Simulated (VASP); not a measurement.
# SiNi3 (Cmmm) in VASP: further runs

Runs on SiNi3. Level: PBE. Tasks: single point.

All numbers are computed with VASP 6.6.1; they aren't measurements. Logs are shortened: lines on timing, memory, paths and dates and some standing lists are left out, and cuts for length are marked.

## (1) The cell of the first run

The structure is orthorhombic, space group Cmmm (No. 65). The conventional cell has a = 4.810 Å, b = 5.107 Å, c = 3.506 Å, α = 90.00°, β = 90.00°, γ = 90.00°. Within 3.2 Å of Si (site symmetry mmm) lie 12 Ni at 2.40 to 2.55 Å. Within 3.2 Å of Ni (site symmetry 2/m) lie 8 Ni at 2.40 to 2.55 Å and 4 Si at 2.48 Å. Ni (site symmetry mmm) has 4 Si at 2.40 to 2.55 Å and 8 Ni at 2.48 Å within 3.2 Å.

## (2) Single point, PBE (strain -0.0600 x Voigt [0, 0, 0, 0, 1, 0])

File INCAR:

```
PREC = Accurate
ENCUT = 520
EDIFF = 1E-6
ISMEAR = 0
SIGMA = 0.15
LREAL = F
LASPH = T
NELM = 60
ALGO = Fast
ISIF = 2
LWAVE = F
LCHARG = F
GGA = PE
NBANDS = 25
```

File KPOINTS:

```
Automatic mesh
0
Gamma
  14 14 14
```

File POSCAR:

```
SiNi3
1.0
    3.5062596291      0.0000000000     -0.1051877889
    0.0000000000      3.5062596291      0.0000000000
   -0.1051877889      0.0000000000      3.5062596291
Si Ni
1 3
Direct
    0.0000000000      0.0000000000      0.0000000000
    0.0000000000      0.5000000000      0.5000000000
    0.5000000000      0.0000000000      0.5000000000
    0.5000000000      0.5000000000      0.0000000000
```

Potentials or basis: VASP PAW PBE potentials, release 64 (Si, Ni).

Launch:

```console
$ cat potpaw_PBE.64/Si/POTCAR potpaw_PBE.64/Ni/POTCAR > POTCAR
$ mpirun -np 1 vasp_std > vasp.out
```

OUTCAR:

```text
PREC = Accurate
   ENCUT = 520
   EDIFF = 1E-6
   ISMEAR = 0
   LREAL = F
   LASPH = T
   NELM = 60
   ISIF = 2
   GGA = PE

 ion  position               nearest neighbor table
   1  0.000  0.000  0.000-   3 2.40   3 2.40   4 2.48   2 2.48   2 2.48   4 2.48   2 2.48   4 2.48
                             2 2.48   4 2.48   3 2.55   3 2.55
   2  0.000  0.500  0.500-   4 2.40   4 2.40   1 2.48   1 2.48   1 2.48   3 2.48   1 2.48   3 2.48
                             3 2.48   3 2.48   4 2.55   4 2.55
   3  0.500  0.000  0.500-   1 2.40   1 2.40   4 2.48   4 2.48   2 2.48   4 2.48   4 2.48   2 2.48
                             2 2.48   2 2.48   1 2.55   1 2.55
   4  0.500  0.500  0.000-   2 2.40   2 2.40   3 2.48   3 2.48   1 2.48   3 2.48   3 2.48   1 2.48
                             1 2.48   1 2.48   2 2.55   2 2.55

  LATTYP: Found a base centered orthorhombic cell.
 ALAT       =     4.8098419230
 B/A-ratio  =     1.0618556701
 C/A-ratio  =     0.7289760631

  Lattice vectors:

 A1 = (  -0.1051877889,   0.0000000000,   3.5062596291)
 A2 = (   3.5062596291,   0.0000000000,  -0.1051877889)
 A3 = (   0.0000000000,   3.5062596291,   0.0000000000)

Analysis of symmetry for initial positions (statically):
=====================================================================
 Subroutine PRICEL returns:
 Original cell was already a primitive cell.

 Routine SETGRP: Setting up the symmetry group for a
 base centered orthorhombic supercell.

 Subroutine GETGRP returns: Found  8 space group operations
 (whereof  8 operations were pure point group operations)
 out of a pool of  8 trial point group operations.

The static configuration has the point symmetry D_2h.

Analysis of symmetry for dynamics (positions and initial velocities):
=====================================================================
 Subroutine PRICEL returns:
 Original cell was already a primitive cell.

 Routine SETGRP: Setting up the symmetry group for a
 base centered orthorhombic supercell.

 Subroutine GETGRP returns: Found  8 space group operations
 (whereof  8 operations were pure point group operations)
 out of a pool of  8 trial point group operations.

The dynamic configuration has the point symmetry D_2h.

 Subroutine INISYM returns: Found  8 space group operations
 (whereof  8 operations are pure point group operations),
 and found     1 'primitive' translations

----------------------------------------------------------------------------------------

                                     Primitive cell

  volume of cell :      43.0667

  direct lattice vectors                    reciprocal lattice vectors
     3.506259629  0.000000000 -0.105187789     0.285461123  0.000000000  0.008563834
     0.000000000  3.506259629  0.000000000     0.000000000  0.285204208  0.000000000
    -0.105187789  0.000000000  3.506259629     0.008563834  0.000000000  0.285461123

  length of vectors
     3.507837091  3.506259629  3.507837091     0.285589551  0.285204208  0.285589551

  position of ions in fractional coordinates (direct lattice)
     0.000000000  0.000000000  0.000000000
     1.000000000  0.500000000  0.500000000
     0.500000000  0.000000000  0.500000000
     0.500000000  0.500000000  1.000000000

  ion indices of the primitive-cell ions
   primitive index   ion index
                 1           1
                 2           2
                 3           3
                 4           4

----------------------------------------------------------------------------------------

 KPOINTS: Automatic mesh

Automatic generation of k-mesh.
 Grid dimensions read from file:
 generate k-points for:   14   14   14

 Generating k-lattice:

  Cartesian coordinates                     Fractional coordinates (reciprocal lattice)
     0.020390080  0.000000000  0.000611702     0.071428571  0.000000000  0.000000000
     0.000000000  0.020371729  0.000000000     0.000000000  0.071428571  0.000000000
     0.000611702  0.000000000  0.020390080     0.000000000  0.000000000  0.071428571

  Length of vectors
     0.020399254  0.020371729  0.020399254

  Shift w.r.t. Gamma in fractional coordinates (k-lattice)
     0.000000000  0.000000000  0.000000000

 Subroutine IBZKPT returns following result:
 ===========================================

 Found    456 irreducible k-points:

 Following reciprocal coordinates:
            Coordinates               Weight
  0.000000  0.000000  0.000000      1.000000
  0.071429  0.000000  0.000000      4.000000
  0.142857  0.000000  0.000000      4.000000
  0.214286  0.000000  0.000000      4.000000
  0.285714  0.000000  0.000000      4.000000
  0.357143  0.000000  0.000000      4.000000
[... 16 lines left out ...]
  0.428571  0.142857  0.000000      8.000000
  0.500000  0.142857  0.000000      4.000000
 [... further k-points ...]
   k-points           NKPTS =    456   k-points in BZ     NKDIM =    456   number of bands    NBANDS=     25
   number of dos      NEDOS =    301   number of ions     NIONS =      4
   total plane-waves  NPLWV =  21952
   dimension x,y,z NGX =    28 NGY =   28 NGZ =   28
   dimension x,y,z NGXF=    56 NGYF=   56 NGZF=   56
   ions per type =               1   3
   NGX,Y,Z   is equivalent  to a cutoff of  13.27, 13.28, 13.27 a.u.
   NGXF,Y,Z  is equivalent  to a cutoff of  26.54, 26.55, 26.54 a.u.
 SYSTEM =  unknown system
   PREC   = accura    normal or accurate (medium, high low for compatibility)
   ISTART =      0    job   : 0-new  1-cont  2-samecut
   ICHARG =      2    charge: 1-file 2-atom 10-const
   ISPIN  =      1    spin polarized calculation?
   LNONCOLLINEAR =      F non collinear calculations
   LSORBIT =      F    spin-orbit coupling
   LASPH  =      T    aspherical Exc in radial PAW
   ENCUT  =  520.0 eV  38.22 Ry    6.18 a.u.   6.52  6.52  6.52*2*pi/ulx,y,z
   NELM   =     60;   NELMIN=  2; NELMDL= -5     # of ELM steps
   EDIFF  = 0.1E-05   stopping-criterion for ELM
   LREAL  =      F    real-space projection
   EDIFFG = 0.1E-04   stopping-criterion for IOM
   NSW    =      0    number of steps for IOM
   IBRION =     -1    ionic relax: 0-MD 1-quasi-New 2-CG
   NFREE  =      0    steps in history (QN), initial steepest desc. (CG)
   ISIF   =      2    stress and relaxation
   ISYM   =      2    0-nonsym 1-usesym 2-fastsym
   POTIM  = 0.5000    time-step for ionic-motion
   TEBEG  =    0.0;   TEEND  =   0.0 temperature during run
   PSTRESS=    0.0 pullay stress
   NELECT =      34.0000    total number of electrons
   NUPDOWN=      -1.0000    fix difference up-down
   EMIN   =  10.00;   EMAX   =-10.00  energy-range for DOS
   EFERMI =   0.00;   METHOD = LEGACY
   ISMEAR =     0;   SIGMA  =   0.15  broadening in eV -4-tet -1-fermi 0-gaus
   EFERMI_NEDOS =   21; number of points for ismear=-14 and -15
   IALGO  =     68    algorithm
   IMIX   =      4    mixing-type and parameters
     AMIX     =   0.40;   BMIX     =  1.00
     AMIX_MAG =   1.60;   BMIX_MAG =  1.00
  volume/ion in A,a.u.               =      10.77        72.66
  Fermi-wavevector in a.u.,A,eV,Ry     =   1.513053  2.859255 31.148208  2.289329
  Thomas-Fermi vector in A             =   2.622895
   LORBIT       =      0    0 simple, 1 ext, 2 COOP (PROOUT), +10 PAW based schemes
   GGA     = PE    functional components
   LHFCALC =     F    Hartree Fock is set to
   AEXX    =    0.0000 exact exchange contribution
   IVDW    =     0    specifies the selected vdW correction
   LEPSILON=     F    determine dielectric tensor
   LRPA    =     F    only Hartree local field effects (RPA)
 non-spin polarized calculation
 RMM-DIIS sequential band-by-band and
 Gauss-broadening in eV      SIGMA  =   0.15
  energy-cutoff  :      520.00
  volume of cell :       43.07
 maximum number of plane-waves:      1178
 NGX is ok and might be reduce to    28
   NGX = 13   NGY = 13   NGZ = 13

 number of electron      33.9999966 magnetization

 Free energy of the ion-electron system (eV)
  ---------------------------------------------------
  ext. energy  EPLUGINS =         0.00000000
  ---------------------------------------------------
  free energy    TOTEN  =       -23.62862599 eV

  energy without entropy =      -23.60660453  energy(sigma->0) =      -23.61761526

 E-fermi :  10.6813     XC(G=0): -13.1002

 val. band max:       10.6802961766   @ k =   0.0714   0.0000   0.0714
 cond. band min:      10.6823672490   @ k =  -0.4286   0.3571   0.3571
 fundamental gap:      0.0020710724
 Fermi energy:        10.6812869978

 k-point     1 :       0.0000    0.0000    0.0000
  band No.  band energies     occupation
      1      -1.2638      2.00000
      2       5.7862      2.00000
      3       6.6091      2.00000
      4       6.6178      2.00000
      5       7.0932      2.00000
      6       7.1122      2.00000
[... 17 lines left out ...]
     24      21.2531      0.00000
     25      21.8099      0.00000

 k-point     2 :       0.0714    0.0000    0.0000
  band No.  band energies     occupation
      1      -1.2038      2.00000
      2       5.8009      2.00000
      3       6.5296      2.00000
      4       6.6536      2.00000
      5       7.1007      2.00000
      6       7.1078      2.00000
[... 17 lines left out ...]
     24      21.0588      0.00000
     25      21.6736      0.00000

 k-point     3 :       0.1429    0.0000    0.0000
  band No.  band energies     occupation
      1      -1.0256      2.00000
      2       5.7738      2.00000
      3       6.3178      2.00000
      4       6.7769      2.00000
      5       7.0920      2.00000
      6       7.1005      2.00000
[... 552 lines left out ...]
 k-point    23 :       0.4286    0.1429    0.0000
  band No.  band energies     occupation
      1       0.7658      2.00000
      2       3.4562      2.00000
      3       6.5154      2.00000
      4       6.8325      2.00000
      5       6.9001      2.00000
      6       7.6280      2.00000
[... 17 lines left out ...]
     24      19.5315      0.00000
     25      22.3595      0.00000

 k-point    24 :       0.5000    0.1429    0.0000
  band No.  band energies     occupation
      1       0.9792      2.00000
      2       3.1704      2.00000
      3       6.5377      2.00000
      4       6.8278      2.00000
      5       6.9197      2.00000
      6       7.6390      2.00000
[... 17 lines left out ...]
     24      19.4105      0.00000
     25      22.7171      0.00000

 [... further k-points ...]

------------------------ aborting loop because EDIFF is reached ----------------------------------------

  FORCE on cell =-STRESS in cart. coord.  units (eV):
  Direction    XX          YY          ZZ          XY          YZ          ZX
  --------------------------------------------------------------------------------------
  -------------------------------------------------------------------------------------
  Total        0.3860197     -0.0284710      0.3860197      0.0000000      0.0000000      2.1200758
  in kB       14.3608065     -1.0591869     14.3608065      0.0000000      0.0000000     78.8716257
  external PRESSURE =       9.2208087 kB  Pullay stress =       0.0000000 kB

 VOLUME and BASIS-vectors are now :
 -----------------------------------------------------------------------------
  energy-cutoff  :      520.00
  volume of cell :       43.07
      direct lattice vectors                 reciprocal lattice vectors
     3.506259629  0.000000000 -0.105187789     0.285461123  0.000000000  0.008563834
     0.000000000  3.506259629  0.000000000     0.000000000  0.285204208  0.000000000
    -0.105187789  0.000000000  3.506259629     0.008563834  0.000000000  0.285461123

 POSITION                                       TOTAL-FORCE (eV/Angst)
 -----------------------------------------------------------------------------------
      0.00000      0.00000      0.00000        -0.000000      0.000000     -0.000000
     -0.05259      1.75313      1.75313        -0.000000      0.000000      0.000000
      1.70054      0.00000      1.70054         0.000000      0.000000     -0.000000
      1.75313      1.75313     -0.05259        -0.000000      0.000000     -0.000000
 -----------------------------------------------------------------------------------
    total drift:                                0.000000      0.000000      0.000000

  FREE ENERGIE OF THE ION-ELECTRON SYSTEM (eV)
  ---------------------------------------------------
  free  energy   TOTEN  =       -23.6286259855 eV

  energy  without entropy=      -23.6066045289  energy(sigma->0) =      -23.61761526
```

Run time: 16 min. Hardware: 1 thread of Intel Xeon 8259CL, shared host; peak memory 0.48 GiB.

What came out:

```yaml
Free_energy: -23.6286 eV
Pressure: 0.9 GPa
Band_gap_on_the_k_mesh: zero (bands 17 and 18 overlap by 0.29 eV)
```

Stress tensor (GPa, compression positive):
```
 1.44  0.00  7.89
 0.00 -0.11  0.00
 7.89  0.00  1.44
```

Levels at points of the mesh, in eV from the Fermi level:
```
           k point  band 14  band 15  band 16  band 17  band 18  band 19  band 20  band 21
(0.00, 0.00, 0.00)    -0.63    -0.63    -0.34    -0.01     0.03     0.04     4.84     6.32
(0.50, 0.00, 0.00)    -1.31    -1.18    -0.58     0.01     3.54     3.60     4.61     5.26
(0.00, 0.50, 0.00)    -1.16    -1.15    -0.56     0.02     3.37     3.81     5.12     5.23
(0.50, 0.50, 0.00)    -1.44    -1.13    -1.02    -0.97     0.63     0.63     5.52     6.14
(0.50, 0.00, 0.50)    -1.24    -1.15    -1.03    -0.92     0.42     0.85     5.55     6.32
(0.50, 0.50, 0.50)    -1.23    -1.22    -0.36    -0.33    -0.23    -0.14     1.20     3.62
```

Caveat: the cell differs from its parent crystal (strain -0.0600 x Voigt [0, 0, 0, 0, 1, 0]). Spin polarisation is off, so any magnetic state and its effect on volume and gap are missing.

(Continued in part 2 of 2.)
